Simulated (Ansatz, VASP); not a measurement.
## Li3B2 in VASP and in Ansatz

```
Li B
1.0
     5.50927    0.00000    0.00000
    -2.75464    4.77117    0.00000
     0.00000    0.00000    7.29799
Li B
9 6
Direct
  0.50000 0.00000 0.50000
  0.00000 0.50000 0.50000
  0.50000 0.50000 0.50000
  0.00000 0.00000 0.00000
  0.50000 0.00000 0.00000
  0.00000 0.50000 0.00000
  0.50000 0.50000 0.00000
  0.33333 0.66667 0.74865
  0.66667 0.33333 0.25135
  0.10110 0.89890 0.72719
  0.10110 0.20219 0.72719
  0.79781 0.89890 0.72719
  0.89890 0.10110 0.27281
  0.20219 0.10110 0.27281
  0.89890 0.79781 0.27281
```

Alike in both runs: functional PBE; k mesh 6 × 6 × 4; occupations gaussian, width 0.1 eV; no spin polarisation.

Ansatz relaxed the structure, and its values are those at the end. VASP's run is a single point on that final structure, the one shown.

|  | VASP | Ansatz |
| --- | --- | --- |
| version | VASP 6.6.1 | Ansatz 0.2.0 |
| potentials or method | VASP PAW PBE potentials, release 64 (Li_sv, B), cutoff 520 eV | scalar-relativistic, plane waves, PAW |
| valence electrons in the cell | 45 | 45 |

```csv
,VASP,Ansatz,Ansatz less VASP
gap on the k mesh at the Fermi level (eV),none,none,-
rms of the force components (eV/Å),0.007,0.002,-0.0058
```

A gap of «none» marks a metal or a gap that the smearing closes.

Noted on VASP's run: the cutoff is short for stress, so the pressure is rough.
